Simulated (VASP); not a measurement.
The system is Mg2Sn.

```
Sn Mg
1.0
     0.00000    3.37994    3.37994
     3.37994    0.00000    3.37994
     3.37994    3.37994    0.00000
Sn Mg
1 2
Direct
  0.00000 0.00000 0.00000
  0.25000 0.25000 0.25000
  0.75000 0.75000 0.75000
```

Base run:

```yaml
Program: VASP 6.6.1
Functional: PBEsol
Potentials_or_basis: VASP PAW PBE potentials, release 64 (Sn_d, Mg)
Cutoff: 600 eV
k_mesh: 5 × 5 × 5
Occupations: fermi-dirac, width 0.02 eV
Spin: no spin polarisation
```

Its results: band gap on the k mesh zero (bands 9 and 10 overlap by 0.01 eV); pressure -0.3 GPa.

After a change of settings the same cell gave: band gap on the k mesh zero (bands 9 and 10 overlap by 0.13 eV); pressure -2.0 GPa. Which change was it?
A. k mesh from 5 × 5 × 5 to 4 × 4 × 4; occupations from fermi-dirac, width 0.02 eV to methfessel-paxton, width 0.2 eV
B. k mesh from 5 × 5 × 5 to 4 × 4 × 4
C. k mesh from 5 × 5 × 5 to 4 × 4 × 4; dispersion from none to D3(BJ)

C.

Caveats: some runs use coarse meshes; the structure was generated, so it needn't be the stable form of Mg2Sn; the PAW data sets were made with another functional, which shifts forces and pressure a little; spin-orbit coupling is left out, which moves the levels of the heavy elements.
